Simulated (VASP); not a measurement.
CuSi3: single point with PBE

CuSi3:

```
Si Cu
1.0
     3.82924    0.00000    0.00000
     0.00000    3.82924    0.00000
     0.00000    0.00000    3.82924
Si Cu
3 1
Direct
  0.00000 0.50000 0.50000
  0.50000 0.00000 0.50000
  0.50000 0.50000 0.00000
  0.00000 0.00000 0.00000
```

- Program: VASP 6.6.1
- Task: single point
- Functional: PBE
- Potentials or basis: VASP PAW PBE potentials, release 64 (Si, Cu)
- Cutoff: 520 eV
- k mesh: 6 × 6 × 6
- Occupations: gaussian, width 0.1 eV
- Spin: no spin polarisation

```yaml
Pressure: 0.2 GPa
Band_gap_on_the_k_mesh: zero (an odd number of electrons rules out a gap without spin polarisation)
```

Levels at points of the mesh, in eV from the Fermi level:
| k point | band 8 | band 9 | band 10 | band 11 | band 12 | band 13 | band 14 | band 15 |
| --- | --- | --- | --- | --- | --- | --- | --- | --- |
| (0.00, 0.00, 0.00) | -3.56 | -3.56 | -1.72 | -1.72 | -1.15 | 3.57 | 3.57 | 3.57 |
| (0.50, 0.00, 0.00) | -2.43 | -1.34 | -1.34 | -1.32 | -1.32 | -0.39 | 1.01 | 1.11 |
| (0.50, 0.50, 0.00) | -3.28 | -3.18 | -0.76 | 0.77 | 1.12 | 1.12 | 1.37 | 1.37 |
| (0.50, 0.50, 0.50) | -3.30 | -3.30 | -2.65 | -2.61 | -2.61 | -2.61 | 8.88 | 8.88 |

It took 8.9 s on 1 thread of Intel(R) Xeon(R) 6975P-C (Granite Rapids) (shared host), peak memory 0.16 GiB.

Caveat: an odd number of electrons without spin polarisation forces a metal; a magnetic or distorted state may lie lower.
